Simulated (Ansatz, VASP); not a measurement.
Two plane-wave programs on CuI

```
Cu I
1.0
     0.00000    2.94643    3.32405
     3.32405    0.00000    3.32405
     3.32405    2.94643    0.00000
Cu I
1 1
Direct
  0.75000 0.75000 0.75000
  0.00000 0.00000 0.00000
```

Alike in both runs: task single point; functional PBE; k mesh 8 × 8 × 8; occupations gaussian, width 0.05 eV; no spin polarisation.

|  | VASP | Ansatz |
| --- | --- | --- |
| version | VASP 6.6.1 | Ansatz 0.2.0 |
| potentials or method | VASP PAW PBE potentials, release 64 (Cu, I), cutoff 520 eV | scalar-relativistic, plane waves, PAW |
| valence electrons in the cell | 18 | 36 |

```tsv
	VASP	Ansatz	Ansatz less VASP
gap on the k mesh at the Fermi level (eV)	0.72	0.70	-0.014
least direct gap on the mesh (eV)	0.72	0.70	-0.014
pressure (GPa)	-3.9	-4.0	-0.03
traceless stress, the component that is largest in VASP (GPa)	1.27	1.27	+0.006
```

The functional is the same, so the differences come from potentials, cutoffs and numerics. VASP's potentials hold 18 valence electrons a cell and Ansatz's 36, so a difference there can come from the potentials and not from the codes.

Neither program's run includes spin-orbit coupling.
